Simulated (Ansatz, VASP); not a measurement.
PtSe2 in VASP and in Ansatz

```
Pt Se
1.0
     3.72400    0.00000    0.00000
    -1.86200    3.22508    0.00000
     0.00000    0.00000    5.06200
Pt Se
1 2
Direct
  0.00000 0.00000 0.00000
  0.33333 0.66667 0.25000
  0.66667 0.33333 0.75000
```

Alike in both runs: task relaxation of cell and atoms; functional PBEsol; k mesh 15 × 15 × 8; occupations gaussian, width 0.1 eV; no spin polarisation.

```csv
,VASP,Ansatz
version,VASP 6.6.1,Ansatz 0.2.0
potentials or method,"VASP PAW PBE potentials, release 64 (Pt, Se), cutoff 600 eV","scalar-relativistic, plane waves, PAW"
valence electrons in the cell,22,50
```

VASP gave:

```
gap on the k mesh at the Fermi level, each at its own relaxed structure (eV) : none
relaxed volume (Å³/atom)                                                     : 19.84
relaxed cell length with the largest relative difference (Å)                 : 4.856
```

**Question.** Which values does Ansatz return?

**Answer.** gap on the k mesh at the Fermi level, each at its own relaxed structure (eV): none; relaxed volume (Å³/atom): 19.85; relaxed cell length with the largest relative difference (Å): 4.863.

VASP's potentials were made for PBE, not for PBEsol. A gap of «none» marks a metal or a gap that the smearing closes. VASP's potentials hold 22 valence electrons a cell and Ansatz's 50, so a difference there can come from the potentials and not from the codes.

Neither program's run includes spin-orbit coupling.
